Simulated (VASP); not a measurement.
A run of VASP 6.6.1:

The input INCAR:

```
SYSTEM = Ta
PREC = Accurate ; ENCUT = 500
EDIFF = 1E-6 ; ISMEAR = -1
SIGMA = 0.05 ; LREAL = .False.
LASPH = .True. ; NELM = 120
ALGO = Normal ; ISIF = 2
LWAVE = .False. ; LCHARG = .False.
GGA = PE ; NBANDS = 20
GGA_COMPAT = .False.
```

Contents of KPOINTS:

```
regular mesh
0
Gamma
  9 9 9
  0 0 0
```

Contents of POSCAR:

```
Ta
1.0
    0.0000000000      2.8397911140      2.8397911140
    2.8397911140      0.0000000000      2.8397911140
    2.8397911140      2.8397911140      0.0000000000
Ta
2
Direct
   -0.1475000000     -0.1175000000     -0.1175000000
    0.1475000000      0.1175000000      0.1175000000
```

Potentials or basis: VASP PAW PBE potentials, release 64 (Ta_sv_GW).

Command:

```bash
$ cat potpaw_PBE.64/Ta_sv_GW/POTCAR > POTCAR
$ mpirun -np 1 vasp_std > vasp.out
```

Hardware: 1 thread of Intel(R) Xeon(R) Platinum 8488C (Sapphire Rapids) (shared host).

Q: Estimate the wall time of this run.

A: It took 52 s on 1 thread of Intel(R) Xeon(R) Platinum 8488C (Sapphire Rapids) (shared host), peak memory 0.21 GiB. Counts: scf iterations 13, k points 85.
